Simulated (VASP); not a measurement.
Input of a VASP 6.6.1 run:

The input INCAR:

```
ALGO = Normal ; EDIFF = 1E-7
ENCUT = 520 ; GGA = PE
ISIF = 2 ; ISMEAR = 0
LASPH = T ; LCHARG = T
LELF = T ; LREAL = F
LVHAR = T ; LWAVE = F
NBANDS = 14 ; NELM = 100
PREC = Accurate ; SIGMA = 0.01
```

KPOINTS

```
k-points
0
Gamma
  6 6 6
```

POSCAR

```
NaI
1.0
    0.0000000000      3.5431916338      3.5431916338
    3.5431916338      0.0000000000      3.5431916338
    3.5431916338      3.5431916338      0.0000000000
Na I
1 1
Direct
    0.0000000000      0.0000000000      0.0000000000
    0.2500000000      0.2500000000      0.2500000000
```

Potentials or basis: VASP PAW PBE potentials, release 64 (Na_pv, I).

The run is started by

```sh
$ cat potpaw_PBE.64/Na_pv/POTCAR potpaw_PBE.64/I/POTCAR > POTCAR
$ mpirun -np 1 vasp_std > vasp.out
```

(1) Predict the band gap on the k mesh.

(2) Estimate the pressure.

## Answers

(1) 3.82 eV, direct.

(2) 0.4 GPa.

Caveat: spin-orbit coupling is left out, which moves the levels of the heavy elements.
